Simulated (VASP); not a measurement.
Write the native input for VASP 6.6.1 that does the following.

| Item | Value |
| --- | --- |
| Task | single point |
| Functional | LDA |
| Potentials or basis | VASP PAW LDA potentials, release 64 (Na_pv, K_sv, F) |
| Cutoff | 520 eV |
| k mesh | 6 × 6 × 6 |
| Occupations | gaussian, width 0.01 eV |
| Spin | no spin polarisation |
| Dipole correction | no |
| Further INCAR settings | ALGO = Normal; EDIFF = 1e-07; NBANDS = 23 |

The structure of KNaF2 lies in POSCAR:

```
KNaF2
1.0
    1.7391397325      1.0040927927      5.8155052281
   -1.7391397325      1.0040927927      5.8155052281
    0.0000000000     -2.0081855854      5.8155052281
Na K F
1 1 2
Direct
    1.0000000000      0.0000000000      0.0000000000
    0.5000000000      0.5000000000      0.5000000000
    0.2610994601      0.2610994601      0.2610994601
    0.7389005399      0.7389005399      0.7389005399
```

These files were run (other wordings do the same):

INCAR

```
SYSTEM = KNaF2
PREC = Accurate
ENCUT = 520
EDIFF = 1E-7
ISMEAR = 0
SIGMA = 0.01
LREAL = .FALSE.
LASPH = .TRUE.
NELM = 60
ALGO = Normal
ISIF = 2
LWAVE = .FALSE.
LCHARG = .TRUE.
LELF = .TRUE.
LVHAR = .TRUE.
NBANDS = 23
```

KPOINTS

```
Automatic mesh
0
G
  6 6 6
  0 0 0
```

Potentials or basis: VASP PAW LDA potentials, release 64 (Na_pv, K_sv, F).

Launch:

```console
$ cat potpaw_LDA.64/Na_pv/POTCAR potpaw_LDA.64/K_sv/POTCAR potpaw_LDA.64/F/POTCAR > POTCAR
$ mpirun -np 1 vasp_std > vasp.out
```

It gave:

```json
{"Pressure": "-3.2 GPa", "Largest force": "0.095 eV/Å", "Band gap on the k mesh": "5.87 eV"}
```

Caveat: the cell stands under tension.

It took 89 s on 1 thread of Intel(R) Xeon(R) Platinum 8259CL CPU @ 2.50GHz (Skylake/Cascade Lake) (shared host), peak memory 0.27 GiB.
